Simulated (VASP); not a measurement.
# BiB (Pm-3m) in VASP: a series of runs, part 3 of 3

VASP 6.6.1. Earlier steps stand in the parts before.

## Step 5: Single point, r2SCAN

This run uses another cell than the first one, of 19.14 Å³/atom, 0.997 times its volume.

POSCAR reads:

```
BiB
1.0
    3.3701290668      0.0000000000      0.0000000000
    0.0000000000      3.3701290668      0.0000000000
    0.0000000000      0.0000000000      3.3701290668
B Bi
1 1
Direct
    0.0000000000      0.0000000000      0.0000000000
    0.5000000000      0.5000000000      0.5000000000
```

INCAR.step1 reads:

```
SYSTEM = BiB
PREC = Accurate
ENCUT = 520
ISMEAR = -1
SIGMA = 0.02
LREAL = .FALSE.
LASPH = .TRUE.
NELM = 100
NBANDS = 16
GGA = PE
ALGO = Normal
EDIFF = 1E-4
LWAVE = .TRUE.
LCHARG = .FALSE.
```

INCAR.step2 reads:

```
SYSTEM = BiB
PREC = Accurate
ENCUT = 520
EDIFF = 1E-6
ISMEAR = -1
SIGMA = 0.02
LREAL = .FALSE.
LASPH = .TRUE.
NELM = 100
ALGO = Normal
ISIF = 2
LWAVE = .FALSE.
LCHARG = .FALSE.
METAGGA = R2SCAN
LMIXTAU = .TRUE.
NBANDS = 16
ISTART = 1
```

KPOINTS reads:

```
Automatic mesh
0
G
  8 8 8
  0 0 0
```

Potentials or basis: VASP PAW PBE potentials, release 64 (B, Bi_d).

The run is started by

```console
> cat potpaw_PBE.64/B/POTCAR potpaw_PBE.64/Bi_d/POTCAR > POTCAR
> cp INCAR.step1 INCAR
> mpirun -np 1 vasp_std > vasp.out
> cp INCAR.step2 INCAR
> mpirun -np 1 vasp_std > vasp.out
```

OUTCAR:

```text
SYSTEM = BiB
   PREC = Accurate
   ENCUT = 520
   EDIFF = 1E-6
   ISMEAR = -1
   LREAL = .FALSE.
   LASPH = .TRUE.
   NELM = 100
   ISIF = 2
   METAGGA = R2SCAN
   ISTART = 1

 ion  position               nearest neighbor table
   1  0.000  0.000  0.000-   2 2.92   2 2.92   2 2.92   2 2.92   2 2.92   2 2.92   2 2.92   2 2.92

   2  0.500  0.500  0.500-   1 2.92   1 2.92   1 2.92   1 2.92   1 2.92   1 2.92   1 2.92   1 2.92

  LATTYP: Found a simple cubic cell.
 ALAT       =     3.3701290668

  Lattice vectors:

 A1 = (   3.3701290668,   0.0000000000,   0.0000000000)
 A2 = (   0.0000000000,   3.3701290668,   0.0000000000)
 A3 = (   0.0000000000,   0.0000000000,   3.3701290668)

Analysis of symmetry for initial positions (statically):
=====================================================================
 Subroutine PRICEL returns:
 Original cell was already a primitive cell.

 Routine SETGRP: Setting up the symmetry group for a
 simple cubic supercell.

 Subroutine GETGRP returns: Found 48 space group operations
 (whereof 48 operations were pure point group operations)
[... 157 lines left out ...]
  ---------------------------------------------------
  ext. energy  EPLUGINS =         0.00000000
  ---------------------------------------------------
  free energy    TOTEN  =       -62.39097441 eV

  energy without entropy =      -62.38875627  energy(sigma->0) =      -62.38986534

 E-fermi :   7.8843     XC(G=0): -11.6397

 val. band max:        7.8767996292   @ k =   0.5000   0.3750   0.2500
 cond. band min:       7.9653219857   @ k =   0.3750   0.1250   0.1250
 fundamental gap:      0.0885223565
 Fermi energy:         7.8843418753

 k-point     1 :       0.0000    0.0000    0.0000
  band No.  band energies     occupation
      1     -16.1191      2.00000
      2     -16.1191      2.00000
      3     -15.8596      2.00000
      4     -15.8596      2.00000
      5     -15.8596      2.00000
      6      -6.8349      2.00000
[... 433 lines left out ...]
      3     -15.9342      2.00000
      4     -15.9224      2.00000
      5     -15.8046      2.00000
      6      -2.8509      2.00000
[... 8 lines left out ...]
     15      20.2173      0.00000
     16      21.1596      0.00000

 [... further k-points ...]
[... 5 lines left out ...]
  --------------------------------------------------------------------------------------
  -------------------------------------------------------------------------------------
  Total        0.0208097      0.0208097      0.0208097      0.0000000      0.0000000      0.0000000
  in kB        0.8710356      0.8710356      0.8710356      0.0000000      0.0000000      0.0000000
  external PRESSURE =       0.8710356 kB  Pullay stress =       0.0000000 kB

 VOLUME and BASIS-vectors are now :
 -----------------------------------------------------------------------------
  energy-cutoff  :      520.00
  volume of cell :       38.28
      direct lattice vectors                 reciprocal lattice vectors
     3.370129067  0.000000000  0.000000000     0.296724541  0.000000000  0.000000000
     0.000000000  3.370129067  0.000000000     0.000000000  0.296724541  0.000000000
     0.000000000  0.000000000  3.370129067     0.000000000  0.000000000  0.296724541

 POSITION                                       TOTAL-FORCE (eV/Angst)
 -----------------------------------------------------------------------------------
      0.00000      0.00000      0.00000         0.000000      0.000000      0.000000
      1.68506      1.68506      1.68506         0.000000      0.000000      0.000000
 -----------------------------------------------------------------------------------
    total drift:                                0.000000      0.000000      0.000000

  FREE ENERGIE OF THE ION-ELECTRON SYSTEM (eV)
  ---------------------------------------------------
  free  energy   TOTEN  =       -62.3909744115 eV

  energy  without entropy=      -62.3887562703  energy(sigma->0) =      -62.38986534
```

OUTCAR.step1:

```text
SYSTEM = BiB
   PREC = Accurate
   ENCUT = 520
   ISMEAR = -1
   LREAL = .FALSE.
   LASPH = .TRUE.
[... 678 lines left out ...]
      0.00000      0.00000      0.00000         0.000000      0.000000      0.000000
      1.68506      1.68506      1.68506         0.000000      0.000000      0.000000
 -----------------------------------------------------------------------------------
    total drift:                                0.000000      0.000000      0.000000

  FREE ENERGIE OF THE ION-ELECTRON SYSTEM (eV)
  ---------------------------------------------------
  free  energy   TOTEN  =        -7.3927607302 eV

  energy  without entropy=       -7.3906144544  energy(sigma->0) =       -7.39168759
```

OSZICAR.step1:

```text
N       E                     dE             d eps       ncg     rms          rms(c)
DAV:   1     0.124921068923E+03    0.12492E+03   -0.10016E+04  1120   0.135E+03
DAV:   2     0.412242511754E-01   -0.12488E+03   -0.12121E+03  1224   0.337E+02
DAV:   3    -0.747936686735E+01   -0.75206E+01   -0.74459E+01  1400   0.785E+01
DAV:   4    -0.763390538087E+01   -0.15454E+00   -0.15451E+00  1424   0.121E+01
DAV:   5    -0.763940914659E+01   -0.55038E-02   -0.55036E-02  1560   0.208E+00    0.206E+00
DAV:   6    -0.739126700236E+01    0.24814E+00   -0.72504E-01  1424   0.539E+00    0.544E-01
DAV:   7    -0.739383164643E+01   -0.25646E-02   -0.55031E-02  1352   0.119E+00    0.343E-01
DAV:   8    -0.739313079669E+01    0.70085E-03   -0.41371E-03  1360   0.686E-01    0.796E-02
DAV:   9    -0.739275698940E+01    0.37381E-03   -0.99204E-04  1528   0.266E-01    0.224E-02
DAV:  10    -0.739276073016E+01   -0.37408E-05   -0.56114E-05   744   0.547E-02
   1 F= -.73927607E+01 E0= -.73916876E+01  d E =-.214628E-02
```

It took 53 s on 1 thread of Intel Xeon Platinum 8375C at 2.90GHz (Ice Lake), shared host; peak memory 0.17 GiB.

Results:

```
Free energy            : -62.3910 eV
Pressure               : 0.1 GPa
Band gap on the k mesh : zero (band 9 reaches 9.95 eV, above the bottom of band 10 at 5.54 eV)
```

Caveat: the PAW data sets were made with another functional, which shifts forces and pressure a little; spin-orbit coupling is left out, which moves the levels of the heavy elements.

## Step 6: Relaxation of cell and atoms, PBE

This run uses another cell than the first one, of 13.84 Å³/atom, 0.721 times its volume.

INCAR reads:

```
  ALGO = Normal
  EDIFF = 1E-6
  EDIFFG = -0.005
  ENCUT = 600
  GGA = PE
  IBRION = 2
  ISIF = 3
  ISMEAR = -1
  LASPH = True
  LCHARG = False
  LREAL = False
  LWAVE = False
  NELM = 100
  NSW = 80
  PREC = Accurate
  SIGMA = 0.02
```

KPOINTS reads:

```
k-points
0
Gamma
  8 8 8
```

POSCAR reads:

```
BiB
1.0
    3.0248142705      0.0000000000      0.0000000000
    0.0000000000      3.0248142705      0.0000000000
    0.0000000000      0.0000000000      3.0248142705
B Bi
1 1
Direct
    0.0000000000      0.0000000000      0.0000000000
    0.5000000000      0.5000000000      0.5000000000
```

Potentials or basis: VASP PAW PBE potentials, release 64 (B, Bi_d).

The run is started by

```console
> cat potpaw_PBE.64/B/POTCAR potpaw_PBE.64/Bi_d/POTCAR > POTCAR
> mpirun -np 1 vasp_std > vasp.out
```

Run time: 26 s. Hardware: 1 thread of Intel Xeon Platinum 8375C at 2.90GHz (Ice Lake), shared host; peak memory 0.15 GiB.

Results (log left out):

```yaml
Free_energy: -7.3883 eV
Relaxed_volume: 19.21 Å³/atom
Relaxed_cell: a = 3.374 Å, b = 3.374 Å, c = 3.374 Å, α = 90.00°, β = 90.00°, γ = 90.00°
Space_group_after_relaxing_to_0.05_Å: Pm-3m (No. 221)
Energy_gained_by_relaxing: 575.7 meV/atom
Ionic_steps: 6
Pressure_after_relaxing: 0.0 GPa
```

The path:
```tsv
step	energy change (eV)	largest force (eV/Å)	pressure (GPa)	volume (Å³)
1	0.0000	0.0000	46.27	27.68
2	-0.8675	0.0000	-9.18	46.97
3	-1.1512	0.0000	0.31	38.27
4	-1.1512	0.0000	-0.18	38.51
5	-1.1513	0.0000	0.06	38.40
6	-1.1513	0.0000	0.02	38.42
```

Final structure:
```cif
data_structure
_symmetry_space_group_name_H-M 'P 1'
_symmetry_Int_Tables_number 1
_cell_length_a 3.3743
_cell_length_b 3.3743
_cell_length_c 3.3743
_cell_angle_alpha 90.000
_cell_angle_beta 90.000
_cell_angle_gamma 90.000
_cell_volume 38.42
loop_
_atom_site_label
_atom_site_type_symbol
_atom_site_fract_x
_atom_site_fract_y
_atom_site_fract_z
_atom_site_occupancy
B1 B 0.00000 0.00000 0.00000 1
Bi1 Bi 0.50000 0.50000 0.50000 1
```

Levels at points of the mesh, in eV from the Fermi level:
```
           k point  band 5  band 6  band 7  band 8  band 9  band 10  band 11  band 12  band 13
(0.00, 0.00, 0.00)  -22.98  -13.99   -2.69   -0.70   -0.70    -0.70     5.67     5.67     7.53
(0.50, 0.00, 0.00)  -22.97  -11.92   -8.42    1.76    1.96     1.96     2.20     3.31     3.31
(0.50, 0.50, 0.00)  -22.91  -10.06   -5.29   -5.26   -5.26     2.36     5.23     5.23     5.26
(0.50, 0.50, 0.50)  -22.90   -8.44   -4.10   -2.21   -2.21    -2.21    -1.17    -1.17    -1.17
```

Caveat: the volume moved by over 15 % at a fixed basis, so the end points are rough; the bands computed are all filled at some k points, so no gap is given; spin-orbit coupling is left out, which moves the levels of the heavy elements.

## Step 7: The runs side by side

| task | level | cell | cutoff (eV) | gap on the mesh (eV) | pressure (GPa) |
| --- | --- | --- | --- | --- | --- |
| single point | PBE | a = 3.374 Å, 2 atoms | 520 | none | 0.0 |
| single point | PBE | a = 3.370 Å, 2 atoms | 520 | none | 0.2 |
| single point | r2SCAN | a = 3.370 Å, 2 atoms | 520 | none | 0.1 |
| relaxation of cell and atoms | PBE | relaxed from a = 3.025 Å, 2 atoms | 600 | - | 0.0 |

Alike in all rows: potentials or basis VASP PAW PBE potentials, release 64 (B, Bi_d); no spin polarisation; k mesh 8 × 8 × 8; smearing fermi-dirac 0.02 eV.

Caveats: spin-orbit coupling is left out, which moves the levels of the heavy elements; the PAW data sets were made with another functional, which shifts forces and pressure a little (some runs); the volume moved by over 15 % at a fixed basis, so the end points are rough (some runs); the bands computed are all filled at some k points, so no gap is given (some runs).

Total energies depend on the potentials used, so only differences within one code and one set of settings carry meaning.
